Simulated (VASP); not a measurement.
Input of a VASP 6.6.1 run:

Contents of INCAR:

```
SYSTEM = Nb
PREC     = Accurate       ! precision mode
ENCUT    = 500            ! plane-wave cutoff, eV
EDIFF    = 1E-6           ! SCF threshold, eV
ISMEAR   = 0              ! smearing method
SIGMA    = 0.024          ! smearing width, eV
LREAL    = .FALSE.        ! projectors in reciprocal space
LASPH    = .TRUE.         ! aspherical terms in the spheres
NELM     = 120            ! most SCF steps
ALGO     = Normal         ! electronic algorithm
ISIF     = 2              ! what is computed and relaxed
LWAVE    = .FALSE.        ! write WAVECAR
LCHARG   = .FALSE.        ! write CHGCAR
GGA      = PE             ! functional
NBANDS   = 12             ! bands
GGA_COMPAT= .FALSE.
```

The input KPOINTS:

```
regular mesh
0
G
  11 11 11
  0 0 0
```

POSCAR

```
Nb
1.0
   -1.6639500000      1.6639500000      1.6639500000
    1.6639500000     -1.6639500000      1.6639500000
    1.6639500000      1.6639500000     -1.6639500000
Nb
1
Direct
    0.0000000000      0.0000000000      0.0000000000
```

Potentials or basis: VASP PAW PBE potentials, release 64 (Nb_sv).

The run is started by

```console
$ cat potpaw_PBE.64/Nb_sv/POTCAR > POTCAR
$ mpirun -np 1 vasp_std > vasp.out
```

Problem. Predict the pressure.

Solution. -2.1 GPa.
